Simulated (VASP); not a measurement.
Set up this calculation in VASP 6.6.1, as the native input.

- Task: single point
- Functional: PBEsol
- Potentials or basis: VASP PAW PBE potentials, release 64 (Be)
- Cutoff: 520 eV
- k mesh: 26 × 26 × 26
- Occupations: gaussian, width 0.15 eV
- Spin: no spin polarisation
- Dipole correction: no
- Further INCAR settings: ALGO = Normal; EDIFF = 1e-07; NBANDS = 7

The structure of Be lies in POSCAR:

```
Be
1.0
   -1.2907145798      1.2907145798      1.2719177656
    1.2907145798     -1.2907145798      1.2719177656
    1.2907145798      1.2907145798     -1.2719177656
Be
1
Direct
    0.0000000000      0.0000000000      0.0000000000
```

This isn't the form of Be at room conditions, which is hcp.

This cell differs from its parent crystal: strain +0.030 along x and y, +0.015 along z.

One way to write it, as run:

INCAR

```
SYSTEM = Be
PREC = Accurate
ENCUT = 520
EDIFF = 1E-7
ISMEAR = 0
SIGMA = 0.15
LREAL = .False.
LASPH = .True.
NELM = 100
ALGO = Normal
ISIF = 2
LWAVE = .False.
LCHARG = .True.
GGA = PS
LELF = .True.
LVHAR = .True.
NBANDS = 7
```

KPOINTS

```
regular mesh
0
Gamma
  26 26 26
  0 0 0
```

Potentials or basis: VASP PAW PBE potentials, release 64 (Be).

The run is started by

```console
$ cat potpaw_PBE.64/Be/POTCAR > POTCAR
$ mpirun -np 1 vasp_std > vasp.out
```

Results of the run:

```json
{
 "Pressure": "-9.4 GPa",
 "Band gap on the k mesh": "zero (bands 1 and 2 overlap by 4.74 eV)"
}
```

Caveat: the cell differs from its parent crystal (strain +0.030 along x and y, +0.015 along z); the cell stands under tension; the PAW data sets were made with another functional, which shifts forces and pressure a little.

Run time: 110 s on 1 thread of Intel Xeon 8259CL (shared host), peak memory 0.17 GiB.
